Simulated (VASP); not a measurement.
# Ni (P6_3/mmc) in VASP: further runs, part 2 of 3

VASP 6.6.1. The steps go on from the part before.

## (3) Single point, PBE, collinear spin, ferromagnetic start

INCAR reads:

```
SYSTEM = Ni
PREC     = Accurate       ! precision mode
ENCUT    = 520            ! plane-wave cutoff, eV
EDIFF    = 1E-6           ! SCF threshold, eV
ISMEAR   = -1             ! smearing method
SIGMA    = 0.05           ! smearing width, eV
LREAL    = .FALSE.        ! projectors in reciprocal space
LASPH    = .TRUE.         ! aspherical terms in the spheres
NELM     = 150            ! most SCF steps
ALGO     = Normal         ! electronic algorithm
ISIF     = 2              ! what is computed and relaxed
LWAVE    = .FALSE.        ! write WAVECAR
LCHARG   = .FALSE.        ! write CHGCAR
ISPIN    = 2              ! spin polarisation
MAGMOM   = 0.5 0.5        ! initial moments
LORBIT   = 11             ! projections on sites
NUPDOWN  = 1.0            ! fixed moment
LMAXMIX  = 4              ! l up to which the mixer works
GGA      = PE             ! functional
NBANDS   = 21             ! bands
```

KPOINTS reads:

```
Automatic mesh
0
G
  10 10 6
  0 0 0
```

POSCAR reads:

```
Ni
1.0
    2.4480228978      0.0000000000      0.0000000000
   -1.2240114489      2.1200500186      0.0000000000
    0.0000000000      0.0000000000      4.0728075700
Ni
2
Direct
    0.6666666667      0.3333333333      0.7500000000
    0.3333333333      0.6666666667      0.2500000000
```

Potentials or basis: VASP PAW PBE potentials, release 64 (Ni).

Launch:

```bash
cat potpaw_PBE.64/Ni/POTCAR > POTCAR
mpirun -np 1 vasp_std > vasp.out
```

It took 50 s on 1 thread of Intel Xeon Platinum 8259CL at 2.50GHz (Skylake/Cascade Lake), shared host; peak memory 0.15 GiB.

Results (log left out):

| Property | Result |
| --- | --- |
| Free energy | -10.8678 eV |
| Pressure | 6.5 GPa |
| Net moment | 1.00 μB per cell |
| Site moments | Ni +0.51 μB |
| Valence electrons inside the program's atomic spheres | Ni 9.37 |

Stress tensor (GPa, compression positive):
```
7.42 0.00 0.00
0.00 7.42 0.00
0.00 0.00 4.60
```

Caveat: the total moment is fixed, so each spin has its own Fermi level.

## (4) Single point, PBE, collinear spin, ferromagnetic start

INCAR reads:

```
PREC = Accurate ; ENCUT = 520
EDIFF = 1E-7 ; ISMEAR = -1
SIGMA = 0.05 ; LREAL = False
LASPH = True ; NELM = 150
ALGO = Normal ; ISIF = 2
LWAVE = False ; LCHARG = False
ISPIN = 2 ; MAGMOM = 0.75 0.75
LORBIT = 11 ; NUPDOWN = 1.5
LMAXMIX = 4 ; GGA = PE
NBANDS = 21
```

KPOINTS reads:

```
Automatic mesh
0
Gamma
  10 10 6
```

POSCAR is that of step 3.

Potentials or basis: VASP PAW PBE potentials, release 64 (Ni).

Launch:

```bash
cat potpaw_PBE.64/Ni/POTCAR > POTCAR
mpirun -np 1 vasp_std > vasp.out
```

OUTCAR:

```text
PREC = Accurate
   ENCUT = 520
   EDIFF = 1E-7
   ISMEAR = -1
   LREAL = False
   LASPH = True
   NELM = 150
   ISIF = 2
   ISPIN = 2
   LORBIT = 11
   NUPDOWN = 1.5
   GGA = PE

 ion  position               nearest neighbor table
   1  0.667  0.333  0.750-   2 2.48   2 2.48   2 2.48   2 2.48   2 2.48   2 2.48
   2  0.333  0.667  0.250-   1 2.48   1 2.48   1 2.48   1 2.48   1 2.48   1 2.48

  LATTYP: Found a hexagonal cell.
 ALAT       =     2.4480228978
 C/A-ratio  =     1.6637130207

  Lattice vectors:

 A1 = (   2.4480228978,   0.0000000000,   0.0000000000)
 A2 = (  -1.2240114489,   2.1200500186,   0.0000000000)
 A3 = (   0.0000000000,   0.0000000000,   4.0728075700)

Analysis of symmetry for initial positions (statically):
=====================================================================
 Subroutine PRICEL returns:
 Original cell was already a primitive cell.

 Routine SETGRP: Setting up the symmetry group for a
 hexagonal supercell.

 Subroutine GETGRP returns: Found 24 space group operations
 (whereof 12 operations were pure point group operations)
 out of a pool of 24 trial point group operations.

The static configuration has the point symmetry D_3d.
 The point group associated with its full space group is D_6h.

Analysis of symmetry for dynamics (positions and initial velocities):
=====================================================================
 Subroutine PRICEL returns:
 Original cell was already a primitive cell.

 Routine SETGRP: Setting up the symmetry group for a
 hexagonal supercell.

 Subroutine GETGRP returns: Found 24 space group operations
 (whereof 12 operations were pure point group operations)
 out of a pool of 24 trial point group operations.

The dynamic configuration has the point symmetry D_3d.
 The point group associated with its full space group is D_6h.

Analysis of structural, dynamic, and magnetic symmetry:
=====================================================================
 Subroutine PRICEL returns:
 Original cell was already a primitive cell.

 Routine SETGRP: Setting up the symmetry group for a
 hexagonal supercell.

 Subroutine GETGRP returns: Found 24 space group operations
 (whereof 12 operations were pure point group operations)
 out of a pool of 24 trial point group operations.

The overall configuration has the point symmetry D_3d.
 The point group associated with its full space group is D_6h.

 Subroutine INISYM returns: Found 24 space group operations
 (whereof 12 operations are pure point group operations),
 and found     1 'primitive' translations

----------------------------------------------------------------------------------------

                                     Primitive cell

  volume of cell :      21.1376

  direct lattice vectors                    reciprocal lattice vectors
[... 66 lines left out ...]
  0.300000  0.100000  0.166667     24.000000
  0.400000  0.100000  0.166667     24.000000
 [... further k-points ...]
   k-points           NKPTS =     56   k-points in BZ     NKDIM =     56   number of bands    NBANDS=     21
   number of dos      NEDOS =    301   number of ions     NIONS =      2
   total plane-waves  NPLWV =   9720
   dimension x,y,z NGX =    18 NGY =   18 NGZ =   30
   dimension x,y,z NGXF=    36 NGYF=   36 NGZF=   60
   ions per type =               2
   NGX,Y,Z   is equivalent  to a cutoff of  12.22, 12.22, 12.25 a.u.
   NGXF,Y,Z  is equivalent  to a cutoff of  24.45, 24.45, 24.49 a.u.
 SYSTEM =  unknown system
   PREC   = accura    normal or accurate (medium, high low for compatibility)
   ISTART =      0    job   : 0-new  1-cont  2-samecut
   ICHARG =      2    charge: 1-file 2-atom 10-const
   ISPIN  =      2    spin polarized calculation?
   LNONCOLLINEAR =      F non collinear calculations
   LSORBIT =      F    spin-orbit coupling
   LASPH  =      T    aspherical Exc in radial PAW
   ENCUT  =  520.0 eV  38.22 Ry    6.18 a.u.   4.55  4.55  7.57*2*pi/ulx,y,z
   NELM   =    150;   NELMIN=  2; NELMDL= -5     # of ELM steps
   EDIFF  = 0.1E-06   stopping-criterion for ELM
   LREAL  =      F    real-space projection
   EDIFFG = 0.1E-05   stopping-criterion for IOM
   NSW    =      0    number of steps for IOM
   IBRION =     -1    ionic relax: 0-MD 1-quasi-New 2-CG
   NFREE  =      0    steps in history (QN), initial steepest desc. (CG)
   ISIF   =      2    stress and relaxation
   ISYM   =      2    0-nonsym 1-usesym 2-fastsym
   POTIM  = 0.5000    time-step for ionic-motion
   TEBEG  =    0.0;   TEEND  =   0.0 temperature during run
   PSTRESS=    0.0 pullay stress
   NELECT =      20.0000    total number of electrons
   NUPDOWN=       1.5000    fix difference up-down
   EMIN   =  10.00;   EMAX   =-10.00  energy-range for DOS
   EFERMI =   0.00;   METHOD = LEGACY
   ISMEAR =    -1;   SIGMA  =   0.05  broadening in eV -4-tet -1-fermi 0-gaus
   EFERMI_NEDOS =   21; number of points for ismear=-14 and -15
   IALGO  =     38    algorithm
   IMIX   =      4    mixing-type and parameters
     AMIX     =   0.40;   BMIX     =  1.00
     AMIX_MAG =   1.60;   BMIX_MAG =  1.00
  volume/ion in A,a.u.               =      10.57        71.32
  Fermi-wavevector in a.u.,A,eV,Ry     =   1.607187  3.037143 35.144518  2.583049
  Thomas-Fermi vector in A             =   2.703255
   LORBIT       =     11    0 simple, 1 ext, 2 COOP (PROOUT), +10 PAW based schemes
   GGA     = PE    functional components
   LHFCALC =     F    Hartree Fock is set to
   AEXX    =    0.0000 exact exchange contribution
   IVDW    =     0    specifies the selected vdW correction
   LEPSILON=     F    determine dielectric tensor
   LRPA    =     F    only Hartree local field effects (RPA)
 spin polarized calculation
  energy-cutoff  :      520.00
  volume of cell :       21.14
 maximum number of plane-waves:       592
   NGX =  9   NGY =  9   NGZ = 15

 number of electron      19.9999995 magnetization       1.4999999

 Free energy of the ion-electron system (eV)
  ---------------------------------------------------
  ext. energy  EPLUGINS =         0.00000000
  ---------------------------------------------------
  free energy    TOTEN  =       -10.87720825 eV

  energy without entropy =      -10.84439351  energy(sigma->0) =      -10.86080088

 E-fermi :   9.8092     XC(G=0): -13.4307

 val. band max:       10.1851695250   @ k =   0.3000   0.1000   0.5000
 cond. band min:       9.8114974362   @ k =   0.4000   0.2000   0.0000
 fundamental gap:     -0.3736720888
 Fermi energy:        10.1995686914

 spin component 1

 k-point     1 :       0.0000    0.0000    0.0000
  band No.  band energies     occupation
      1       0.5619      1.00000
      2       4.7258      1.00000
      3       7.1417      1.00000
      4       7.3014      1.00000
      5       7.3014      1.00000
      6       7.5629      1.00000
[... 565 lines left out ...]
     20      34.8451      0.00000
     21      38.6623      0.00000

 [... further k-points ...]

 spin component 2

 k-point     1 :       0.0000    0.0000    0.0000
  band No.  band energies     occupation
      1       0.5634      1.00000
      2       5.2034      1.00000
      3       7.9670      1.00000
      4       8.0932      1.00000
      5       8.0932      1.00000
      6       8.3753      1.00000
[... 565 lines left out ...]
     20      34.9991      0.00000
     21      38.7158      0.00000

 [... further k-points ...]
[... 5 lines left out ...]
  --------------------------------------------------------------------------------------
  -------------------------------------------------------------------------------------
  Total        1.1485452      1.1485452      0.7827097      0.0000000      0.0000000      0.0000000
  in kB       87.0568981     87.0568981     59.3274705      0.0000000      0.0000000      0.0000000
  external PRESSURE =      77.8137555 kB  Pullay stress =       0.0000000 kB

 VOLUME and BASIS-vectors are now :
 -----------------------------------------------------------------------------
  energy-cutoff  :      520.00
  volume of cell :       21.14
      direct lattice vectors                 reciprocal lattice vectors
     2.448022898  0.000000000  0.000000000     0.408492911  0.235843492  0.000000000
    -1.224011449  2.120050019  0.000000000     0.000000000  0.471686984  0.000000000
     0.000000000  0.000000000  4.072807570     0.000000000  0.000000000  0.245530873

 POSITION                                       TOTAL-FORCE (eV/Angst)
 -----------------------------------------------------------------------------------
      1.22401      0.70668      3.05461         0.000000      0.000000      0.000000
     -0.00000      1.41337      1.01820        -0.000000     -0.000000      0.000000
 -----------------------------------------------------------------------------------
    total drift:                               -0.000000      0.000000     -0.000000

  FREE ENERGIE OF THE ION-ELECTRON SYSTEM (eV)
  ---------------------------------------------------
  free  energy   TOTEN  =       -10.8772082474 eV

  energy  without entropy=      -10.8443935114  energy(sigma->0) =      -10.86080088

 total charge

# of ion       s       p       d       tot
------------------------------------------
    1        0.513   0.529   8.319   9.361
    2        0.513   0.529   8.319   9.361
--------------------------------------------------
tot          1.027   1.059  16.637  18.723

 magnetization (x)

# of ion       s       p       d       tot
------------------------------------------
    1       -0.001  -0.019   0.776   0.756
    2       -0.001  -0.019   0.776   0.756
--------------------------------------------------
tot         -0.002  -0.039   1.552   1.511
```

stdout:

```text
POSCAR found type information on POSCAR Ni
 POSCAR found :  1 types and       2 ions
 scaLAPACK will be used
 LDA part: xc-table for (Slater+PW92), standard interpolation
 POSCAR, INCAR and KPOINTS ok, starting setup
 FFT: planning ... GRIDC
 FFT: planning ... GRID_SOFT
 FFT: planning ... GRID
 WAVECAR not read
 entering main loop
```

It took 76 s on 1 thread of Intel Xeon Platinum 8259CL at 2.50GHz (Skylake/Cascade Lake), shared host; peak memory 0.15 GiB.

Results:

```
Free energy                                           : -10.8772 eV
Pressure                                              : 7.8 GPa
Net moment                                            : 1.50 μB per cell
Site moments                                          : Ni +0.76 μB
Valence electrons inside the program's atomic spheres : Ni 9.36
```

Stress tensor (GPa, compression positive):
```
8.71 0.00 0.00
0.00 8.71 0.00
0.00 0.00 5.93
```

Caveat: the total moment is fixed, so each spin has its own Fermi level.

(Continued in part 3 of 3.)
